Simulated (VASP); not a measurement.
Wanted: the native input for a VASP 6.6.1 run.

```yaml
Task: single point
Functional: r2SCAN
Potentials_or_basis: VASP PAW PBE potentials, release 64 (Cu)
Cutoff: 520 eV
k_mesh: 18 × 18 × 6
Occupations: gaussian, width 0.1 eV
Spin: no spin polarisation
Dipole_correction: no
Further_INCAR_settings: ALGO = Normal; EDIFF = 1e-07; NBANDS = 30
```

Cu:

```xyz
4
Lattice="2.4922 0.0000 0.0000 -1.2461 2.1583 0.0000 0.0000 0.0000 8.1447" Properties=species:S:1:pos:R:3 pbc="T T T"
Cu    0.0000    0.0000    0.0000
Cu    0.0000    1.4389    2.0362
Cu    0.0000    0.0000    4.0723
Cu    1.2461    0.7194    6.1085
```

This isn't the form of Cu at room conditions, which is fcc.

These files were run (other wordings do the same):

POSCAR

```
Cu
1.0
    2.4922478553      0.0000000000      0.0000000000
   -1.2461239276      2.1583499552      0.0000000000
    0.0000000000      0.0000000000      8.1446569944
Cu
4
Direct
    0.0000000000      0.0000000000      0.0000000000
    0.3333333333      0.6666666667      0.2500000000
    0.0000000000      0.0000000000      0.5000000000
    0.6666666667      0.3333333333      0.7500000000
```

INCAR.step1

```
SYSTEM = Cu
  PREC = Accurate
  ENCUT = 520
  ISMEAR = 0
  SIGMA = 0.1
  LREAL = .FALSE.
  LASPH = .TRUE.
  NELM = 100
  NBANDS = 30
  GGA = PE
  ALGO = Normal
  EDIFF = 1E-4
  LWAVE = .TRUE.
  LCHARG = .FALSE.
```

INCAR.step2

```
SYSTEM = Cu
  PREC = Accurate
  ENCUT = 520
  EDIFF = 1E-7
  ISMEAR = 0
  SIGMA = 0.1
  LREAL = .FALSE.
  LASPH = .TRUE.
  NELM = 100
  ALGO = Normal
  ISIF = 2
  LWAVE = .FALSE.
  LCHARG = .FALSE.
  METAGGA = R2SCAN
  LMIXTAU = .TRUE.
  NBANDS = 30
  ISTART = 1
```

KPOINTS

```
Automatic mesh
0
G
  18 18 6
  0 0 0
```

Potentials or basis: VASP PAW PBE potentials, release 64 (Cu).

Launch:

```console
$ cat potpaw_PBE.64/Cu/POTCAR > POTCAR
$ cp INCAR.step1 INCAR
$ mpirun -np 1 vasp_std > vasp.out
$ cp INCAR.step2 INCAR
$ mpirun -np 1 vasp_std > vasp.out
```

Results of the run:

```
Pressure               : 8.7 GPa
Band gap on the k mesh : zero (bands 22 and 23 overlap by 5.61 eV)
```

Caveat: the cell stands under pressure; the PAW data sets were made with another functional, which shifts forces and pressure a little.

Run time: 7.2 min on 1 thread of Intel(R) Xeon(R) Platinum 8559C (Emerald Rapids), on a shared host, peak memory 0.27 GiB.
